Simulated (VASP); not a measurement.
Wanted: the native input for a VASP 6.6.1 run.

```yaml
Task: single point
Functional: PBE
Potentials_or_basis: VASP PAW PBE potentials, release 64 (Pd)
Cutoff: 500 eV
k_mesh: 12 × 12 × 12
Occupations: fermi-dirac, width 0.05 eV
Spin: non-collinear spin, typed start, spin-orbit coupling
Starting_moments: "[[0.0, 0.0, 0.5]] μB"
Dipole_correction: no
Further_INCAR_settings: ALGO = Normal; EDIFF = 1e-06; NBANDS = 21
```

The structure of Pd lies in POSCAR:

```
Pd
1.0
    2.6149101206      0.0000000000      0.0000000000
    0.0000000000      2.6149101206      0.0000000000
    0.0000000000      0.0000000000      2.6149101206
Pd
1
Direct
    0.0000000000      0.0000000000      0.0000000000
```

This isn't the form of Pd at room conditions, which is fcc.

The input as run:

INCAR

```
ALGO     = Normal         # electronic algorithm
EDIFF    = 1E-6           # SCF threshold, eV
ENCUT    = 500            # plane-wave cutoff, eV
GGA      = PE             # functional
GGA_COMPAT= False        
ISIF     = 2              # what is computed and relaxed
ISMEAR   = -1             # smearing method
LASPH    = True           # aspherical terms in the spheres
LCHARG   = False          # write CHGCAR
LMAXMIX  = 4              # l up to which the mixer works
LORBIT   = 11             # projections on sites
LORBMOM  = True         
LREAL    = False          # projectors in reciprocal space
LSORBIT  = True           # spin-orbit coupling
LWAVE    = False          # write WAVECAR
MAGMOM   = 0 0 0.5        # initial moments
NBANDS   = 21             # bands
NELM     = 200            # most SCF steps
PREC     = Accurate       # precision mode
SIGMA    = 0.05           # smearing width, eV
```

KPOINTS

```
k-points
0
Gamma
  12 12 12
```

Potentials or basis: VASP PAW PBE potentials, release 64 (Pd).

Command:

```bash
$ cat potpaw_PBE.64/Pd/POTCAR > POTCAR
$ mpirun -np 1 vasp_ncl > vasp.out
```

It gave:

The pressure is -0.2 GPa and the net moment is 0.00 μB per cell. The valence electrons inside the program's atomic spheres are Pd 9.34.

Run time: 62 s on 1 thread of Intel(R) Xeon(R) 6975P-C (Granite Rapids), on a shared host, peak memory 0.25 GiB.
